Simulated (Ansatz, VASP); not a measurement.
This is a calculation of I for VASP 6.6.1.

INCAR

```
SYSTEM = I
ALGO = Normal ; EDIFF = 1E-7
EDIFFG = -0.01 ; ENCUT = 600
GGA = RE ; IBRION = 2
ISIF = 3 ; ISMEAR = -1
IVDW = 12 ; LASPH = .TRUE.
LCHARG = .FALSE. ; LREAL = .FALSE.
LWAVE = .FALSE. ; NELM = 100
NSW = 80 ; PREC = Accurate
SIGMA = 0.05
```

Contents of KPOINTS:

```
k-points
0
G
  9 9 9
  0 0 0
```

Contents of POSCAR:

```
I
1.0
    0.0000000000      2.3656004428      3.9098401324
    2.1922454667      0.0000000000      3.9098401324
    2.1922454667      2.3656004428      0.0000000000
I
1
Direct
    0.0000000000      0.0000000000      0.0000000000
```

Potentials or basis: VASP PAW PBE potentials, release 64 (I).

The run is started by

```console
$ cat potpaw_PBE.64/I/POTCAR > POTCAR
$ mpirun -np 1 vasp_std > vasp.out
```

Task: Set up the same calculation for Ansatz 0.2.0. Potentials there: all-electron LAPW, scalar-relativistic.

Result: As run (the cutoff follows the program's own potentials):

The input input.yaml:

```yaml
crystal:
  lattice:
    - [0.0, 2.3656004428, 3.9098401324]
    - [2.1922454667, 0.0, 3.9098401324]
    - [2.1922454667, 2.3656004428, 0.0]
  atoms:
    - { symbol: I, position: [0.0, 0.0, 0.0] }
kpoints:
  mp_grid: { grid: [9, 9, 9] }
scf:
  occupations: { method: fermi_dirac, width: 0.05 }
hamiltonian:
  xc: revpbe
  dispersion: d3bj
  pseudopotentials: { kind: all_electron, lapw: { basis_error: 0.001 } }
output:
  forces: true
  stress: true
relax:
  f_tol: 0.01
  max_steps: 60
  cell: {}
```

Potentials or basis: all-electron LAPW, scalar-relativistic.

Run with:

```console
$ ansatz run input.yaml --threads 1 --pin off --max-ram 3072MiB --backend cpu --events-out ev --progress --plain --runs-dir out
```

Both were run:

|  | VASP | Ansatz | Ansatz less VASP |
| --- | --- | --- | --- |
| relaxed volume (Å³/atom) | 36.04 | 36.08 | +0.047 |
| relaxed cell length with the largest relative difference (Å) | 4.204 | 4.211 | +0.0074 |

VASP's potentials were made for PBE, not for revPBE. Ansatz ran all-electron here, and VASP with PAW potentials.

Spin-orbit coupling is off throughout.
